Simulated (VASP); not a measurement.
# KCl (P4/mmm) in VASP: a series of runs, part 2 of 2

VASP 6.6.1. The steps go on from the part before.

### Step 4. Single point, PBE

This run uses another cell than the first one, of the same volume but with other edges.

Input file INCAR:

```
SYSTEM = KCl
ALGO     = Normal         ! electronic algorithm
EDIFF    = 1E-6           ! SCF threshold, eV
ENCUT    = 520            ! plane-wave cutoff, eV
GGA      = PE             ! functional
ISIF     = 2              ! what is computed and relaxed
ISMEAR   = 0              ! smearing method
LASPH    = .TRUE.         ! aspherical terms in the spheres
LCHARG   = .FALSE.        ! write CHGCAR
LREAL    = .FALSE.        ! projectors in reciprocal space
LWAVE    = .FALSE.        ! write WAVECAR
NBANDS   = 15             ! bands
NELM     = 100            ! most SCF steps
PREC     = Accurate       ! precision mode
SIGMA    = 0.05           ! smearing width, eV
```

Input file KPOINTS:

```
k-points
0
G
  8 8 8
  0 0 0
```

Input file POSCAR:

```
KCl
1.0
    3.7191416773      0.0000000000      0.0000000000
    0.0000000000      3.7191416773      0.0000000000
    0.0000000000      0.0000000000      4.0910558450
K Cl
1 1
Direct
    0.0000000000      0.0000000000      0.0000000000
    0.5000000000      0.5000000000      0.5000000000
```

Potentials or basis: VASP PAW PBE potentials, release 64 (K_sv, Cl).

The run is started by

```bash
> cat potpaw_PBE.64/K_sv/POTCAR potpaw_PBE.64/Cl/POTCAR > POTCAR
> mpirun -np 1 vasp_std > vasp.out
```

OUTCAR:

```text
SYSTEM = KCl
   EDIFF = 1E-6
   ENCUT = 520
   GGA = PE
   ISIF = 2
   ISMEAR = 0
   LASPH = .TRUE.
   LREAL = .FALSE.
   NELM = 100
   PREC = Accurate

 ion  position               nearest neighbor table
   1  0.000  0.000  0.000-
   2  0.500  0.500  0.500-

  LATTYP: Found a simple tetragonal cell.
 ALAT       =     3.7191416773
 C/A-ratio  =     1.1000000000

  Lattice vectors:

 A1 = (   3.7191416773,   0.0000000000,   0.0000000000)
 A2 = (   0.0000000000,   3.7191416773,   0.0000000000)
 A3 = (   0.0000000000,   0.0000000000,   4.0910558450)

Analysis of symmetry for initial positions (statically):
=====================================================================
 Subroutine PRICEL returns:
 Original cell was already a primitive cell.

 Routine SETGRP: Setting up the symmetry group for a
 simple tetragonal supercell.

 Subroutine GETGRP returns: Found 16 space group operations
 (whereof 16 operations were pure point group operations)
 out of a pool of 16 trial point group operations.

The static configuration has the point symmetry D_4h.

[... 172 lines left out ...]
      3     -12.3414      2.00000
      4     -12.3128      2.00000
      5     -12.3128      2.00000
      6      -1.3115      2.00000
      7      -0.8282      2.00000
      8      -0.8282      2.00000
      9       3.8673      0.00000
     10       5.6551      0.00000
     11       5.9026      0.00000
     12       9.6280      0.00000
     13       9.6280      0.00000
     14      10.1883      0.00000
[... 401 lines left out ...]
      2     -13.4399      2.00000
      3     -12.3240      2.00000
      4     -12.3127      2.00000
      5     -12.2886      2.00000
      6      -2.4392      2.00000
      7      -1.3864      2.00000
      8      -0.9720      2.00000
      9       6.9066      0.00000
     10       6.9271      0.00000
     11       7.5095      0.00000
     12       8.7649      0.00000
     13       9.1816      0.00000
     14       9.4030      0.00000
     15      10.7473      0.00000

 [... further k-points ...]

------------------------ aborting loop because EDIFF is reached ----------------------------------------

  FORCE on cell =-STRESS in cart. coord.  units (eV):
  Direction    XX          YY          ZZ          XY          YZ          ZX
  --------------------------------------------------------------------------------------
  -------------------------------------------------------------------------------------
  Total        0.4740151      0.4740151     -0.9788536      0.0000000      0.0000000      0.0000000
  in kB       13.4209093     13.4209093    -27.7145277      0.0000000      0.0000000      0.0000000
  external PRESSURE =      -0.2909031 kB  Pullay stress =       0.0000000 kB

 VOLUME and BASIS-vectors are now :
 -----------------------------------------------------------------------------
  energy-cutoff  :      520.00
  volume of cell :       56.59
      direct lattice vectors                 reciprocal lattice vectors
     3.719141677  0.000000000  0.000000000     0.268879243  0.000000000  0.000000000
     0.000000000  3.719141677  0.000000000     0.000000000  0.268879243  0.000000000
     0.000000000  0.000000000  4.091055845     0.000000000  0.000000000  0.244435676

 POSITION                                       TOTAL-FORCE (eV/Angst)
 -----------------------------------------------------------------------------------
      0.00000      0.00000      0.00000         0.000000      0.000000      0.000000
      1.85957      1.85957      2.04553         0.000000      0.000000      0.000000
 -----------------------------------------------------------------------------------
    total drift:                               -0.000000      0.000000      0.000000

  FREE ENERGIE OF THE ION-ELECTRON SYSTEM (eV)
  ---------------------------------------------------
  free  energy   TOTEN  =        -6.6094227060 eV

  energy  without entropy=       -6.6094227060  energy(sigma->0) =       -6.60942271
```

OSZICAR:

```text
N       E                     dE             d eps       ncg     rms          rms(c)
DAV:   1     0.102641732697E+03    0.10264E+03   -0.72210E+03  2250   0.971E+02
DAV:   2    -0.988219956322E+00   -0.10363E+03   -0.95470E+02  2977   0.243E+02
DAV:   3    -0.673253272028E+01   -0.57443E+01   -0.57123E+01  3121   0.506E+01
DAV:   4    -0.693534688823E+01   -0.20281E+00   -0.20278E+00  3356   0.870E+00
DAV:   5    -0.693700171146E+01   -0.16548E-02   -0.16548E-02  3232   0.875E-01    0.290E+00
DAV:   6    -0.664532840690E+01    0.29167E+00   -0.31238E-01  2782   0.321E+00    0.240E+00
DAV:   7    -0.660797834466E+01    0.37350E-01   -0.90259E-02  3013   0.197E+00    0.147E+00
DAV:   8    -0.660913506619E+01   -0.11567E-02   -0.17848E-02  3275   0.104E+00    0.218E-01
DAV:   9    -0.660915269788E+01   -0.17632E-04   -0.89262E-04  2972   0.213E-01    0.112E-01
DAV:  10    -0.660942702852E+01   -0.27433E-03   -0.40453E-04  2572   0.159E-01    0.300E-02
DAV:  11    -0.660942137915E+01    0.56494E-05   -0.19259E-05  3208   0.318E-02    0.902E-03
DAV:  12    -0.660942270729E+01   -0.13281E-05   -0.16055E-06  2577   0.103E-02    0.177E-03
DAV:  13    -0.660942270601E+01    0.12840E-08   -0.48979E-08  2105   0.193E-03
   1 F= -.66094227E+01 E0= -.66094227E+01  d E =-.222308E-20
```

stdout:

```text
POSCAR found type information on POSCAR K Cl
 POSCAR found :  2 types and       2 ions
 scaLAPACK will be used
 LDA part: xc-table for (Slater+PW92), standard interpolation
 POSCAR, INCAR and KPOINTS ok, starting setup
 FFT: planning ... GRIDC
 FFT: planning ... GRID_SOFT
 FFT: planning ... GRID
 WAVECAR not read
 entering main loop
```

Run time: 68 s. Hardware: 1 thread of Intel Xeon 8259CL, shared host; peak memory 0.2 GiB.

What came out:

```yaml
Free_energy: -6.6094 eV
Pressure: 0.0 GPa
Band_gap_on_the_k_mesh: 4.51 eV (least direct gap 4.70 eV)
```

Levels at points of the mesh, in eV from the valence-band top:
```
           k point  band 4  band 5  band 6  band 7  band 8  band 9  band 10  band 11  band 12  band 13
(0.00, 0.00, 0.00)  -11.67  -11.67   -0.67   -0.19   -0.19    4.51     6.30     6.54    10.27    10.27
(0.50, 0.00, 0.00)  -11.64  -11.58   -1.93   -0.67   -0.14    7.45     7.57     8.45    10.01    10.03
(0.50, 0.50, 0.00)  -11.95  -11.62   -1.35   -1.35   -0.39    6.20     6.58     8.21     8.21    11.29
(0.00, 0.00, 0.50)  -11.66  -11.44   -1.92   -0.23   -0.23    7.53     7.54     7.55    10.12    10.62
(0.50, 0.00, 0.50)  -11.81  -11.63   -1.46   -1.27    0.00    5.89     7.32     8.88     9.20    10.70
(0.50, 0.50, 0.50)  -11.92  -11.75   -1.50   -1.50   -1.37    8.49     8.71     8.71     9.07     9.84
```

### Step 5. Single point, PBE

This run uses another cell than the first one, of the same volume but with other edges.

Input file INCAR:

```
SYSTEM = KCl
PREC = Accurate ; ENCUT = 520
EDIFF = 1E-6 ; ISMEAR = 0
SIGMA = 0.05 ; LREAL = .FALSE.
LASPH = .TRUE. ; NELM = 100
ALGO = Normal ; ISIF = 2
LWAVE = .FALSE. ; LCHARG = .FALSE.
GGA = PE ; NBANDS = 15
```

Input file KPOINTS:

```
Automatic mesh
0
G
  8 8 8
  0 0 0
```

Input file POSCAR:

```
KCl
1.0
    4.4320280351      0.0000000000      0.0000000000
    0.0000000000      4.4320280351      0.0000000000
    0.0000000000      0.0000000000      2.8808182228
K Cl
1 1
Direct
    0.0000000000      0.0000000000      0.0000000000
    0.5000000000      0.5000000000      0.5000000000
```

The run is started by

```bash
> cat potpaw_PBE.64/K_sv/POTCAR potpaw_PBE.64/Cl/POTCAR > POTCAR
> mpirun -np 1 vasp_std > vasp.out
```

Run time: 64 s. Hardware: 1 thread of Intel Xeon 8259CL, shared host; peak memory 0.21 GiB.

Results (log left out):

```
Free energy            : -5.4735 eV
Pressure               : 2.8 GPa
Band gap on the k mesh : 1.23 eV (least direct gap 1.27 eV)
```

Stress tensor (GPa, compression positive):
```
-6.66  0.00  0.00
 0.00 -6.66  0.00
 0.00  0.00 21.86
```

Levels at points of the mesh, in eV from the valence-band top:
```tsv
k point	band 6	band 7	band 8	band 9	band 10	band 11
(0.00, 0.00, 0.00)	-3.42	-3.42	-0.04	1.23	2.61	3.95
(0.50, 0.00, 0.00)	-4.39	-3.56	-0.03	3.28	3.84	4.80
(0.50, 0.50, 0.00)	-3.96	-3.96	0.00	2.58	5.29	5.57
(0.00, 0.00, 0.50)	-4.83	-2.58	-2.58	4.73	4.73	5.64
(0.50, 0.00, 0.50)	-4.63	-2.90	-2.44	3.09	3.88	3.92
(0.50, 0.50, 0.50)	-4.67	-3.10	-3.10	4.54	4.54	5.89
```

 A k mesh can miss the band edges.

### Step 6. Single point, PBE

This run uses another cell than the first one, of the same volume but with other edges.

Input file INCAR:

```
  PREC = Accurate
  ENCUT = 520
  EDIFF = 1E-6
  ISMEAR = 0
  SIGMA = 0.05
  LREAL = F
  LASPH = T
  NELM = 80
  ALGO = Normal
  ISIF = 2
  LWAVE = F
  LCHARG = T
  GGA = PE
  LELF = T
  LVHAR = T
  NBANDS = 15
```

Input file KPOINTS:

```
Automatic mesh
0
Gamma
  8 8 8
```

Input file POSCAR:

```
KCl
1.0
    3.3538466259      0.0000000000      0.0000000000
    0.0000000000      3.3538466259      0.0000000000
    0.0000000000      0.0000000000      5.0307699388
K Cl
1 1
Direct
    0.0000000000      0.0000000000      0.0000000000
    0.5000000000      0.5000000000      0.5000000000
```

Potentials or basis: VASP PAW PBE potentials, release 64 (K_sv, Cl).

The run is started by

```bash
> cat potpaw_PBE.64/K_sv/POTCAR potpaw_PBE.64/Cl/POTCAR > POTCAR
> mpirun -np 1 vasp_std > vasp.out
```

Wall time 88 s (1 thread of Intel Xeon 8259CL, shared host); peak memory 0.21 GiB.

It converged, with:

* Free energy: -5.7421 eV
* Pressure: 0.4 GPa
* Band gap on the k mesh: 1.81 eV (least direct gap 2.09 eV)

Stress tensor (GPa, compression positive):
```
  7.32   0.00   0.00
  0.00   7.32   0.00
  0.00   0.00 -13.53
```

Levels at points of the mesh, in eV from the valence-band top:
```
           k point  band 6  band 7  band 8  band 9  band 10  band 11
(0.00, 0.00, 0.00)   -2.29   -0.28   -0.28    1.81     4.95     5.67
(0.50, 0.00, 0.00)   -2.93   -2.11   -0.03    4.97     5.37     7.21
(0.50, 0.50, 0.00)   -2.20   -2.20   -1.50    3.41     5.59     5.59
(0.00, 0.00, 0.50)   -3.05   -0.32   -0.32    3.74     5.11     6.61
(0.50, 0.00, 0.50)   -2.69   -2.09    0.00    4.01     5.49     7.38
(0.50, 0.50, 0.50)   -2.33   -2.33   -1.95    4.86     7.31     7.31
```

### Step 7. Summary

```tsv
cell	gap on the mesh (eV)	pressure (GPa)
a = 3.518, b = 3.518, c = 4.573 Å, 2 atoms	3.32	0.1
a = 3.947, b = 3.947, c = 3.632 Å, 2 atoms	4.45	0.0
a = 3.719, b = 3.719, c = 4.091 Å, 2 atoms	4.51	0.0
a = 4.432, b = 4.432, c = 2.881 Å, 2 atoms	1.23	2.8
a = 3.354, b = 3.354, c = 5.031 Å, 2 atoms	1.81	0.4
```

Alike in all rows: task single point; level PBE; potentials or basis VASP PAW PBE potentials, release 64 (K_sv, Cl); no spin polarisation; k mesh 8 × 8 × 8; cutoff (eV) 520; smearing gaussian 0.05 eV.

Absolute energies hang on the potentials; compare differences alone.
